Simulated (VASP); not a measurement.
# Ga8CN7 (a cell with a defect) in VASP: notebook, part 2 of 2

VASP 6.6.1.

## (3) Single point, PBE, collinear spin

Input file INCAR:

```
PREC = Accurate ; ENCUT = 520
EDIFF = 1E-6 ; ISMEAR = 0
SIGMA = 0.01 ; LREAL = Auto
LASPH = T ; NELM = 150
ALGO = Normal ; ISIF = 2
LWAVE = F ; LCHARG = F
ISPIN = 2 ; MAGMOM = 0.2 0 0 0 0.2 0.2 0 0.2 0.2 0 0 0 0 0 0 0
LORBIT = 11 ; GGA = PE
NBANDS = 90
```

Input file KPOINTS:

```
regular mesh
0
Gamma
  3 3 3
```

Input file POSCAR:

```
Ga8CN7
1.0
    0.0000000000      0.0000000000     -5.2431683713
   -3.2183708025     -5.5743817476      0.0000000000
   -3.2183708025      5.5743817476      0.0000000000
Ga C N
8 1 7
Direct
    0.5033157915      0.1654361520      0.8340431887
    0.5004881326      0.1657741813      0.3342333372
    0.5004697726      0.6652858242      0.8337458593
    0.5004770087      0.6652913439      0.3342283675
   -0.0006291346      0.3319372647      0.1670791545
   -0.0006445651      0.3319547570      0.6675327851
    0.0005380968      0.8320773856      0.1673616289
   -0.0006620391      0.8323519908      0.6675170595
    0.1296255202      0.1653954937      0.8340117421
    0.1246717740      0.1648986623      0.3337914034
    0.1246577582      0.6656559216      0.8345416229
    0.1246503076      0.6656619554      0.3337791658
    0.6262190831      0.3341629381      0.1715044217
    0.6262170372      0.3341791805      0.6653309451
    0.6238962750      0.8321394402      0.1674224472
    0.6262018416      0.8279698125      0.6653329712
```

Potentials or basis: VASP PAW PBE potentials, release 64 (Ga_d, C, N).

The run is started by

```console
> cat potpaw_PBE.64/Ga_d/POTCAR potpaw_PBE.64/C/POTCAR potpaw_PBE.64/N/POTCAR > POTCAR
> mpirun -np 1 vasp_std > vasp.out
```

OUTCAR:

```text
PREC = Accurate
   ENCUT = 520
   EDIFF = 1E-6
   ISMEAR = 0
   LREAL = Auto
   LASPH = T
   NELM = 150
   ISIF = 2
   ISPIN = 2
   LORBIT = 11
   GGA = PE

 ion  position               nearest neighbor table
   1  0.503  0.165  0.834-   9 1.96  14 1.99  16 1.99  13 1.99
   2  0.500  0.166  0.334-  14 1.96  13 1.96  15 1.97  10 1.97
   3  0.500  0.665  0.834-  16 1.96  14 1.96  15 1.97  11 1.97
   4  0.500  0.665  0.334-  16 1.96  13 1.96  15 1.97  12 1.97
   5  0.999  0.332  0.167-  13 1.96  12 1.97  10 1.97   9 1.98
   6  0.999  0.332  0.668-  14 1.96  11 1.97  10 1.97   9 1.98
[... 8 lines left out ...]
  15  0.624  0.832  0.167-   2 1.97   4 1.97   3 1.97   7 1.97
  16  0.626  0.828  0.665-   8 1.96   3 1.96   4 1.96   1 1.99

  LATTYP: Found a hexagonal cell.
 ALAT       =     6.4367416051
 C/A-ratio  =     0.8145687202

  Lattice vectors:

 A1 = (  -3.2183708025,  -5.5743817476,   0.0000000000)
 A2 = (  -3.2183708025,   5.5743817476,   0.0000000000)
 A3 = (   0.0000000000,   0.0000000000,  -5.2431683713)

Analysis of symmetry for initial positions (statically):
=====================================================================
 Subroutine PRICEL returns:
 Original cell was already a primitive cell.

 Routine SETGRP: Setting up the symmetry group for a
 hexagonal supercell.

 Subroutine GETGRP returns: Found  1 space group operations
 (whereof  1 operations were pure point group operations)
 out of a pool of 24 trial point group operations.

The static configuration has the point symmetry C_1 .

Analysis of symmetry for dynamics (positions and initial velocities):
=====================================================================
 Subroutine PRICEL returns:
 Original cell was already a primitive cell.

 Routine SETGRP: Setting up the symmetry group for a
 hexagonal supercell.

 Subroutine GETGRP returns: Found  1 space group operations
 (whereof  1 operations were pure point group operations)
 out of a pool of 24 trial point group operations.

The dynamic configuration has the point symmetry C_1 .

Analysis of structural, dynamic, and magnetic symmetry:
=====================================================================
 Subroutine PRICEL returns:
 Original cell was already a primitive cell.

 Routine SETGRP: Setting up the symmetry group for a
 hexagonal supercell.

 Subroutine GETGRP returns: Found  1 space group operations
 (whereof  1 operations were pure point group operations)
 out of a pool of 24 trial point group operations.

The overall configuration has the point symmetry C_1 .

 Subroutine INISYM returns: Found  1 space group operations
 (whereof  1 operations are pure point group operations),
 and found     1 'primitive' translations

----------------------------------------------------------------------------------------

                                     Primitive cell

  volume of cell :     188.1294

  direct lattice vectors                    reciprocal lattice vectors
[... 111 lines left out ...]
   ISYM   =      2    0-nonsym 1-usesym 2-fastsym
   POTIM  = 0.5000    time-step for ionic-motion
   TEBEG  =    0.0;   TEEND  =   0.0 temperature during run
   PSTRESS=    0.0 pullay stress
   NELECT =     143.0000    total number of electrons
   NUPDOWN=      -1.0000    fix difference up-down
   EMIN   =  10.00;   EMAX   =-10.00  energy-range for DOS
   EFERMI =   0.00;   METHOD = LEGACY
   ISMEAR =     0;   SIGMA  =   0.01  broadening in eV -4-tet -1-fermi 0-gaus
   EFERMI_NEDOS =   21; number of points for ismear=-14 and -15
   IALGO  =     38    algorithm
   IMIX   =      4    mixing-type and parameters
     AMIX     =   0.40;   BMIX     =  1.00
     AMIX_MAG =   1.60;   BMIX_MAG =  1.00
  volume/ion in A,a.u.               =      11.76        79.35
  Fermi-wavevector in a.u.,A,eV,Ry     =   1.494060  2.823364 30.371125  2.232215
  Thomas-Fermi vector in A             =   2.606381
   LORBIT       =     11    0 simple, 1 ext, 2 COOP (PROOUT), +10 PAW based schemes
   GGA     = PE    functional components
   LHFCALC =     F    Hartree Fock is set to
   AEXX    =    0.0000 exact exchange contribution
   IVDW    =     0    specifies the selected vdW correction
   LEPSILON=     F    determine dielectric tensor
   LRPA    =     F    only Hartree local field effects (RPA)
 spin polarized calculation
 Gauss-broadening in eV      SIGMA  =   0.01
  energy-cutoff  :      520.00
  volume of cell :      188.13
 maximum number of plane-waves:      5076
 NGX is ok and might be reduce to    40
   NGX = 19   NGY = 23   NGZ = 23

 number of electron     142.9999873 magnetization       0.0206712

 number of electron     142.9999873 magnetization      -0.0367236

 Free energy of the ion-electron system (eV)
  ---------------------------------------------------
  ext. energy  EPLUGINS =         0.00000000
  ---------------------------------------------------
  free energy    TOTEN  =       -94.84494200 eV

  energy without entropy =      -94.84454692  energy(sigma->0) =      -94.84474446

 E-fermi :   5.0266     XC(G=0): -11.5313

 val. band max:        5.0197436462   @ k =   0.0000  -0.3333   0.3333
 cond. band min:       5.2099149740   @ k =   0.0000   0.0000   0.0000
 fundamental gap:      0.1901713278
 Fermi energy:         5.0265915466

 spin component 1

 k-point     1 :       0.0000    0.0000    0.0000
  band No.  band energies     occupation
      1     -10.7076      1.00000
      2      -9.9767      1.00000
      3      -9.9765      1.00000
      4      -9.9587      1.00000
      5      -9.9090      1.00000
      6      -9.8101      1.00000
[... 1193 lines left out ...]
     82      12.1943      0.00000
     83      12.2950      0.00000
 Fermi energy:         5.0265915466

 spin component 2

 k-point     1 :       0.0000    0.0000    0.0000
  band No.  band energies     occupation
      1     -10.7109      1.00000
      2      -9.9793      1.00000
      3      -9.9791      1.00000
      4      -9.9616      1.00000
      5      -9.9109      1.00000
      6      -9.8130      1.00000
[... 1193 lines left out ...]
     82      12.1934      0.00000
     83      12.2942      0.00000
 [bands above 83 left out]

------------------------ aborting loop because EDIFF is reached ----------------------------------------

  FORCE on cell =-STRESS in cart. coord.  units (eV):
  Direction    XX          YY          ZZ          XY          YZ          ZX
  --------------------------------------------------------------------------------------
  -------------------------------------------------------------------------------------
  Total        1.8116750      1.8196732      4.6268743      0.0030117     -0.0028035      0.0013616
  in kB       15.4288756     15.4969914     39.4041260      0.0256483     -0.0238757      0.0115956
  external PRESSURE =      23.4433310 kB  Pullay stress =       0.0000000 kB

 VOLUME and BASIS-vectors are now :
 -----------------------------------------------------------------------------
  energy-cutoff  :      520.00
  volume of cell :      188.13
      direct lattice vectors                 reciprocal lattice vectors
     0.000000000  0.000000000 -5.243168371     0.000000000  0.000000000 -0.190724373
    -3.218370802 -5.574381748  0.000000000    -0.155358108 -0.089696046  0.000000000
    -3.218370802  5.574381748  0.000000000    -0.155358108  0.089696046  0.000000000

 POSITION                                       TOTAL-FORCE (eV/Angst)
 -----------------------------------------------------------------------------------
     -3.21670      3.72707     -2.63897        -0.000589      0.001340      0.021263
     -1.60921      0.93906     -2.62414         0.002007     -0.000580      0.000258
     -4.82444      0.93906     -2.62405        -0.002068      0.001088     -0.000464
     -3.21683     -1.84547     -2.62409         0.001329      0.000393      0.000839
     -1.60602     -0.91898     -5.23987         0.014632     -0.006964     -0.006888
     -3.21672      1.87064     -5.23979         0.003130      0.015429     -0.006563
[... 8 lines left out ...]
     -3.21696     -3.70539     -3.27119         0.002939     -0.000375      0.002616
     -4.80600     -0.90660     -3.28328         0.000739     -0.000227     -0.001019
 -----------------------------------------------------------------------------------
    total drift:                                0.000470     -0.000929     -0.021212

  FREE ENERGIE OF THE ION-ELECTRON SYSTEM (eV)
  ---------------------------------------------------
  free  energy   TOTEN  =       -94.8449419960 eV

  energy  without entropy=      -94.8445469184  energy(sigma->0) =      -94.84474446

 total charge

# of ion       s       p       d       tot
------------------------------------------
    1        0.806   0.890  10.140  11.837
    2        0.783   0.868  10.163  11.814
    3        0.783   0.868  10.162  11.814
    4        0.783   0.868  10.162  11.814
    5        0.812   0.898  10.147  11.857
    6        0.812   0.898  10.147  11.858
[... 8 lines left out ...]
   15        1.225   2.497   0.000   3.722
   16        1.229   2.495   0.000   3.724
--------------------------------------------------
tot         15.839  26.023  81.228 123.090

 magnetization (x)

# of ion       s       p       d       tot
------------------------------------------
    1       -0.000  -0.001  -0.001  -0.002
    2        0.000  -0.000  -0.000  -0.000
    3        0.000  -0.000  -0.000  -0.000
    4        0.000  -0.000  -0.000  -0.000
    5        0.000  -0.000  -0.001  -0.001
    6        0.000  -0.000  -0.001  -0.001
[... 8 lines left out ...]
   15       -0.000  -0.001   0.000  -0.001
   16       -0.000  -0.004   0.000  -0.004
--------------------------------------------------
tot          0.000  -0.025  -0.004  -0.029
```

It took 22 min on 1 thread of Oxide Virtual Turin-like, shared host; peak memory 0.5 GiB.

Results:

| Quantity | Value |
| --- | --- |
| Free energy | -94.8449 eV |
| Pressure | 2.3 GPa |
| Largest force | 0.021 eV/Å |
| Net moment | -0.04 μB per cell |
| Valence electrons inside the program's atomic spheres | Ga 11.84, 11.81, 11.86, 11.80 (each value once); C 2.40; N 3.71, 3.72 (each value once) |

Forces on the atoms (eV/Å):
```
Ga  -0.001  0.001  0.021
Ga   0.002 -0.001  0.000
Ga  -0.002  0.001  0.000
Ga   0.001  0.000  0.001
Ga   0.015 -0.007 -0.007
Ga   0.003  0.015 -0.007
Ga  -0.002  0.000  0.002
Ga  -0.014 -0.010 -0.009
C   -0.001  0.004 -0.006
N   -0.006 -0.005  0.002
N    0.004 -0.004  0.001
N   -0.001  0.006  0.001
N   -0.001  0.000 -0.001
N   -0.001  0.000 -0.001
N    0.003  0.000  0.003
N    0.001  0.000 -0.001
```

Stress tensor (GPa, compression positive):
```
1.54 0.00 0.00
0.00 1.55 0.00
0.00 0.00 3.94
```

Caveat: the k points lie up to 0.40 Å⁻¹ apart.
